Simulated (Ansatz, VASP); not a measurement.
## Two plane-wave programs on C

POSCAR

```
C
1.0
    0.0000000000      1.7834000000      1.7834000000
    1.7834000000      0.0000000000      1.7834000000
    1.7834000000      1.7834000000      0.0000000000
C
2
Direct
    0.5000000000      0.5000000000      0.5000000000
    0.7500000000      0.7500000000      0.7500000000
```

Contents of INCAR.step1:

```
SYSTEM = C
  PREC = Accurate
  ENCUT = 660
  ISMEAR = 0
  SIGMA = 0.1
  LREAL = .FALSE.
  LASPH = .TRUE.
  NELM = 120
  NBANDS = 11
  GGA = PE
  ALGO = Normal
  EDIFF = 1E-5
  LWAVE = .TRUE.
  LCHARG = .FALSE.
  GGA_COMPAT = .FALSE.
```

Contents of INCAR.step2:

```
SYSTEM = C
  PREC = Accurate
  ENCUT = 660
  EDIFF = 1E-6
  ISMEAR = 0
  SIGMA = 0.1
  LREAL = .FALSE.
  LASPH = .TRUE.
  NELM = 120
  ALGO = Normal
  ISIF = 2
  LWAVE = .FALSE.
  LCHARG = .FALSE.
  METAGGA = R2SCAN
  LMIXTAU = .TRUE.
  NBANDS = 11
  ISTART = 1
  GGA_COMPAT = .FALSE.
```

File KPOINTS:

```
regular mesh
0
G
  8 8 8
  0 0 0
```

Input for Ansatz:

```yaml
crystal:
  lattice:
    - [0.0, 1.7834, 1.7834]
    - [1.7834, 0.0, 1.7834]
    - [1.7834, 1.7834, 0.0]
  atoms:
    - { symbol: C, position: [0.5, 0.5, 0.5] }
    - { symbol: C, position: [0.75, 0.75, 0.75] }
basis:
  ecutwfc: 500
kpoints:
  mp_grid: { grid: [8, 8, 8] }
hamiltonian:
  xc: r2scan
scf:
  occupations: { method: gaussian, width: 0.1 }
output:
  forces: true
  stress: true
  eigenvalues: true
```

Alike in both runs: task single point; functional r2SCAN; k mesh 8 × 8 × 8; occupations gaussian, width 0.1 eV; no spin polarisation.

|  | VASP | Ansatz |
| --- | --- | --- |
| version | VASP 6.6.1 | Ansatz 0.2.0 |
| potentials or method | VASP PAW PBE potentials, release 64 (C), cutoff 660 eV | scalar-relativistic, plane waves, PAW |
| valence electrons in the cell | 8 | 8 |

VASP gave:

- gap on the k mesh at the Fermi level (eV): 4.33
- least direct gap on the mesh (eV): 5.84
- pressure (GPa): -2.3

Task: Estimate Ansatz's values.

Result: gap on the k mesh at the Fermi level (eV): 4.35; least direct gap on the mesh (eV): 5.88; pressure (GPa): -2.4.

VASP's potentials were made for PBE, not for r2SCAN.
